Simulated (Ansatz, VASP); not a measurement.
**Two plane-wave programs on Zn3GeN**

```xyz
5
Lattice="4.1891 0.0000 0.0000 0.0000 4.1891 0.0000 0.0000 0.0000 4.1891" Properties=species:S:1:pos:R:3 pbc="T T T"
Zn    0.0000    2.0945    2.0945
Zn    2.0945    0.0000    2.0945
Zn    2.0945    2.0945    0.0000
Ge    0.0000    0.0000    0.0000
N     2.0945    2.0945    2.0945
```

Alike in both runs: functional PBE; k mesh 8 × 8 × 8; occupations gaussian, width 0.1 eV; no spin polarisation.

Ansatz relaxed the structure, and its values are those at the end. VASP's run is a single point on that final structure, the one shown.

|  | VASP | Ansatz |
| --- | --- | --- |
| version | VASP 6.6.1 | Ansatz 0.2.0 |
| potentials or method | VASP PAW PBE potentials, release 64 (Zn, Ge_d, N), cutoff 520 eV | scalar-relativistic, plane waves, PAW |
| valence electrons in the cell | 55 | 55 |

|  | VASP | Ansatz | Ansatz less VASP |
| --- | --- | --- | --- |
| gap on the k mesh at the Fermi level (eV) | none | none | - |
| pressure (GPa) | 0.5 | 0.0 | -0.44 |

A gap of «none» marks a metal or a gap that the smearing closes. With one functional, cell and mesh, what is left measures potentials, basis and numerics.
